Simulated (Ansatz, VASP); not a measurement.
MoSe in VASP and in Ansatz

File INCAR:

```
PREC = Accurate ; ENCUT = 520
EDIFF = 1E-6 ; ISMEAR = 0
SIGMA = 0.1 ; LREAL = False
LASPH = True ; NELM = 150
ALGO = Normal ; ISIF = 2
LWAVE = False ; LCHARG = False
LMAXMIX = 4 ; LDAU = True
LDAUTYPE = 2 ; LDAUL = 2 -1
LDAUU = 4.38 0 ; LDAUJ = 0 0
LDAUPRINT = 1 ; GGA = PE
NBANDS = 28
```

File KPOINTS:

```
regular mesh
0
Gamma
  12 12 6
```

POSCAR

```
MoSe
1.0
    4.0210140349      0.0000000000      0.0000000000
   -2.0105070175      3.4823003032      0.0000000000
    0.0000000000      0.0000000000      6.8157679718
Mo Se
2 2
Direct
    0.0000000000      0.0000000000      0.0000000000
    0.0000000000      0.0000000000      0.5000000000
    0.3333333333      0.6666666667      0.2500000000
    0.6666666667      0.3333333333      0.7500000000
```

Input for Ansatz:

```yaml
crystal:
  lattice:
    - [4.021008188, 0.0, 0.0]
    - [-2.010504094, 3.4822952396, 0.0]
    - [0.0, 0.0, 6.8157726664]
  atoms:
    - { symbol: Mo, position: [0.0, 0.0, 0.0] }
    - { symbol: Mo, position: [0.0, 0.0, 0.5] }
    - { symbol: Se, position: [0.3333333333, 0.6666666667, 0.25] }
    - { symbol: Se, position: [0.6666666667, 0.3333333333, 0.75] }
basis:
  ecutwfc: 420
kpoints:
  mp_grid: { grid: [12, 12, 6] }
hamiltonian:
  xc: pbe
  hubbard: { sites: [{ species: Mo, l: d, u_eff: 4.38 }] }
scf:
  occupations: { method: gaussian, width: 0.1 }
output:
  forces: true
  stress: true
  eigenvalues: true
```

Alike in both runs: task single point; functional PBE; k mesh 12 × 12 × 6; occupations gaussian, width 0.1 eV; no spin polarisation; Hubbard terms Mo d U = 4.38 eV.

|  | VASP | Ansatz |
| --- | --- | --- |
| version | VASP 6.6.1 | Ansatz 0.2.0 |
| potentials or method | VASP PAW PBE potentials, release 64 (Mo_sv, Se), cutoff 520 eV | scalar-relativistic, plane waves, PAW |
| valence electrons in the cell | 40 | 60 |

|  | VASP | Ansatz | Ansatz less VASP |
| --- | --- | --- | --- |
| gap on the k mesh at the Fermi level (eV) | none | none | - |
| pressure (GPa) | -13.2 | -10.8 | +2.48 |
| traceless stress, the component that is largest in VASP (GPa) | 0.33 | 0.35 | +0.020 |

The programs project onto different local orbitals, so the same U acts differently, and such runs can settle in different states. A gap of «none» marks a metal or a gap that the smearing closes. VASP's potentials hold 40 valence electrons a cell and Ansatz's 60, so a difference there can come from the potentials and not from the codes. Ansatz's warnings: filled band counts differ across k points.
